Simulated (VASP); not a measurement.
Ir: single point with LDA

Ir:

```xyz
1
Lattice="0.0000 2.0855 1.6267 2.0855 0.0000 1.6267 2.0855 2.0855 0.0000" Properties=species:S:1:pos:R:3 pbc="T T T"
Ir    0.0000    0.0000    0.0000
```

This cell differs from its parent crystal: ratio of the length along z to the lengths across it x 0.78, volume and fractional coordinates fixed.

| Item | Value |
| --- | --- |
| Program | VASP 6.6.1 |
| Task | single point |
| Functional | LDA |
| Potentials or basis | VASP PAW LDA potentials, release 64 (Ir_sv_GW) |
| Cutoff | 500 eV |
| k mesh | 8 × 8 × 8 |
| Occupations | gaussian, width 0.15 eV |
| Spin | no spin polarisation |

The pressure is -0.1 GPa.

Stress tensor (GPa, compression positive):
```
-14.60   0.00   0.00
  0.00 -14.60   0.00
  0.00   0.00  28.87
```

Levels at points of the mesh, in eV from the Fermi level:
```csv
k point,band 4,band 5,band 6,band 7,band 8,band 9,band 10,band 11,band 12,band 13
"(0.00, 0.00, 0.00)",-48.82,-10.94,-4.12,-4.12,-3.16,-1.55,-0.10,14.92,16.86,16.86
"(0.50, 0.00, 0.00)",-48.89,-7.91,-5.36,-1.68,-0.36,0.03,2.04,7.91,12.86,17.48
"(0.50, 0.50, 0.00)",-49.51,-7.47,-7.44,1.22,1.63,1.63,5.93,8.87,8.87,14.67
"(0.50, 0.00, 0.50)",-49.03,-7.82,-6.45,0.07,0.22,0.32,2.37,8.83,12.09,15.17
```

Run time: 5.6 s on 1 thread of Intel(R) Xeon(R) 6975P-C (Granite Rapids) (shared host), peak memory 0.13 GiB.

Caveat: spin-orbit coupling is left out, which moves the levels of the heavy elements.
